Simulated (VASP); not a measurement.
# Si5Se (F-43m) in VASP: further runs, part 2 of 2

VASP 6.6.1.

## 3. Single point, PBE

This run uses another cell than the first one, of 16.42 Å³/atom, 0.933 times its volume.

INCAR

```
PREC     = Accurate       # precision mode
ENCUT    = 520            # plane-wave cutoff, eV
EDIFF    = 1E-7           # SCF threshold, eV
ISMEAR   = 0              # smearing method
SIGMA    = 0.1            # smearing width, eV
LREAL    = F              # projectors in reciprocal space
LASPH    = T              # aspherical terms in the spheres
NELM     = 100            # most SCF steps
ALGO     = Normal         # electronic algorithm
ISIF     = 2              # what is computed and relaxed
LWAVE    = F              # write WAVECAR
LCHARG   = F              # write CHGCAR
GGA      = PE             # functional
NBANDS   = 22             # bands
```

KPOINTS

```
regular mesh
0
Gamma
  10 10 10
```

POSCAR

```
Si5Se
1.0
    0.0000000000      3.6655294572      3.6655294572
    3.6655294572      0.0000000000      3.6655294572
    3.6655294572      3.6655294572      0.0000000000
Si Se
5 1
Direct
    0.2500000000      0.2500000000      0.2500000000
    0.6249437727      0.1251686818      0.6249437727
    0.6249437727      0.6249437727      0.1251686818
    0.6249437727      0.6249437727      0.6249437727
    0.1251686818      0.6249437727      0.6249437727
    0.0000000000      0.0000000000      0.0000000000
```

Potentials or basis: VASP PAW PBE potentials, release 64 (Si, Se).

On the command line:

```bash
> cat potpaw_PBE.64/Si/POTCAR potpaw_PBE.64/Se/POTCAR > POTCAR
> mpirun -np 1 vasp_std > vasp.out
```

OUTCAR:

```text
PREC = Accurate
   ENCUT = 520
   EDIFF = 1E-7
   ISMEAR = 0
   LREAL = F
   LASPH = T
   NELM = 100
   ISIF = 2
   GGA = PE

 ion  position               nearest neighbor table
   1  0.250  0.250  0.250-   2 3.04   3 3.04   5 3.04   4 3.04   4 3.04   4 3.04   3 3.04   2 3.04
                             5 3.04   2 3.04   3 3.04   5 3.04
   2  0.625  0.125  0.625-   3 2.59   4 2.59   5 2.59   5 2.59   3 2.59   4 2.59   1 3.04   1 3.04
                             1 3.04
   3  0.625  0.625  0.125-   2 2.59   4 2.59   5 2.59   2 2.59   5 2.59   4 2.59   1 3.04   1 3.04
                             1 3.04
   4  0.625  0.625  0.625-   2 2.59   3 2.59   5 2.59   5 2.59   2 2.59   3 2.59   1 3.04   1 3.04
                             1 3.04
   5  0.125  0.625  0.625-   2 2.59   3 2.59   4 2.59   2 2.59   3 2.59   4 2.59   1 3.04   1 3.04
                             1 3.04
   6  0.000  0.000  0.000-

  LATTYP: Found a face centered cubic cell.
 ALAT       =     7.3310589144

  Lattice vectors:

 A1 = (   0.0000000000,   3.6655294572,   3.6655294572)
 A2 = (   3.6655294572,   0.0000000000,   3.6655294572)
 A3 = (   3.6655294572,   3.6655294572,   0.0000000000)

Analysis of symmetry for initial positions (statically):
=====================================================================
 Subroutine PRICEL returns:
 Original cell was already a primitive cell.

 Routine SETGRP: Setting up the symmetry group for a
 face centered cubic supercell.

 Subroutine GETGRP returns: Found 24 space group operations
 (whereof 24 operations were pure point group operations)
 out of a pool of 48 trial point group operations.

The static configuration has the point symmetry T_d .

Analysis of symmetry for dynamics (positions and initial velocities):
=====================================================================
 Subroutine PRICEL returns:
 Original cell was already a primitive cell.

 Routine SETGRP: Setting up the symmetry group for a
 face centered cubic supercell.
[... 129 lines left out ...]
   EFERMI_NEDOS =   21; number of points for ismear=-14 and -15
   IALGO  =     38    algorithm
   IMIX   =      4    mixing-type and parameters
     AMIX     =   0.40;   BMIX     =  1.00
     AMIX_MAG =   1.60;   BMIX_MAG =  1.00
  volume/ion in A,a.u.               =      16.42       110.79
  Fermi-wavevector in a.u.,A,eV,Ry     =   1.050153  1.984501 15.004794  1.102821
  Thomas-Fermi vector in A             =   2.185145
   LORBIT       =      0    0 simple, 1 ext, 2 COOP (PROOUT), +10 PAW based schemes
   GGA     = PE    functional components
   LHFCALC =     F    Hartree Fock is set to
   AEXX    =    0.0000 exact exchange contribution
   IVDW    =     0    specifies the selected vdW correction
   LEPSILON=     F    determine dielectric tensor
   LRPA    =     F    only Hartree local field effects (RPA)
 non-spin polarized calculation
 Gauss-broadening in eV      SIGMA  =   0.10
  energy-cutoff  :      520.00
  volume of cell :       98.50
 maximum number of plane-waves:      2691
   NGX = 19   NGY = 19   NGZ = 19

 number of electron      26.0000002 magnetization

 Free energy of the ion-electron system (eV)
  ---------------------------------------------------
  ext. energy  EPLUGINS =         0.00000000
  ---------------------------------------------------
  free energy    TOTEN  =       -26.83166658 eV

  energy without entropy =      -26.82207358  energy(sigma->0) =      -26.82687008

 E-fermi :   8.4300     XC(G=0): -10.8094

 val. band max:        8.3953287841   @ k =  -0.4000   0.4000   0.1000
 cond. band min:       8.4383618055   @ k =   0.5000   0.2000   0.0000
 fundamental gap:      0.0430330214
 Fermi energy:         8.4300402554

 k-point     1 :       0.0000    0.0000    0.0000
  band No.  band energies     occupation
      1      -6.3929      2.00000
      2      -2.3296      2.00000
      3       1.5107      2.00000
      4       2.8152      2.00000
      5       2.8152      2.00000
      6       2.8152      2.00000
[... 589 lines left out ...]
     21      13.6622      0.00000
     22      13.7207      0.00000

 [... further k-points ...]
[... 5 lines left out ...]
  --------------------------------------------------------------------------------------
  -------------------------------------------------------------------------------------
  Total       -0.0106209     -0.0106209     -0.0106209      0.0000000      0.0000000     -0.0000000
  in kB       -0.1727556     -0.1727556     -0.1727556      0.0000000      0.0000000     -0.0000000
  external PRESSURE =      -0.1727556 kB  Pullay stress =       0.0000000 kB

 VOLUME and BASIS-vectors are now :
 -----------------------------------------------------------------------------
  energy-cutoff  :      520.00
  volume of cell :       98.50
      direct lattice vectors                 reciprocal lattice vectors
     0.000000000  3.665529457  3.665529457    -0.136405942  0.136405942  0.136405942
     3.665529457  0.000000000  3.665529457     0.136405942 -0.136405942  0.136405942
     3.665529457  3.665529457  0.000000000     0.136405942  0.136405942 -0.136405942

 POSITION                                       TOTAL-FORCE (eV/Angst)
 -----------------------------------------------------------------------------------
      1.83276      1.83276      1.83276        -0.000000     -0.000000     -0.000000
      2.74956      4.58150      2.74956         0.000628     -0.000628      0.000628
      2.74956      2.74956      4.58150         0.000628      0.000628     -0.000628
      4.58150      4.58150      4.58150        -0.000628     -0.000628     -0.000628
      4.58150      2.74956      2.74956        -0.000628      0.000628      0.000628
      0.00000      0.00000      0.00000        -0.000000     -0.000000     -0.000000
 -----------------------------------------------------------------------------------
    total drift:                                0.000000      0.000000      0.000000

  FREE ENERGIE OF THE ION-ELECTRON SYSTEM (eV)
  ---------------------------------------------------
  free  energy   TOTEN  =       -26.8316665843 eV

  energy  without entropy=      -26.8220735814  energy(sigma->0) =      -26.82687008
```

stdout:

```text
POSCAR found type information on POSCAR SiSe
 POSCAR found :  2 types and       6 ions
 scaLAPACK will be used
 LDA part: xc-table for (Slater+PW92), standard interpolation
 POSCAR, INCAR and KPOINTS ok, starting setup
 FFT: planning ... GRIDC
 FFT: planning ... GRID_SOFT
 FFT: planning ... GRID
 WAVECAR not read
 entering main loop
```

It took 1.7 min on 1 thread of Intel Xeon Platinum 8259CL at 2.50GHz (Skylake/Cascade Lake), shared host; peak memory 0.28 GiB.

What came out:

| Property | Result |
| --- | --- |
| Free energy | -26.8317 eV |
| Pressure | 0.0 GPa |
| Band gap on the k mesh | zero (band 13 reaches 9.27 eV, above the bottom of band 14 at 6.29 eV) |
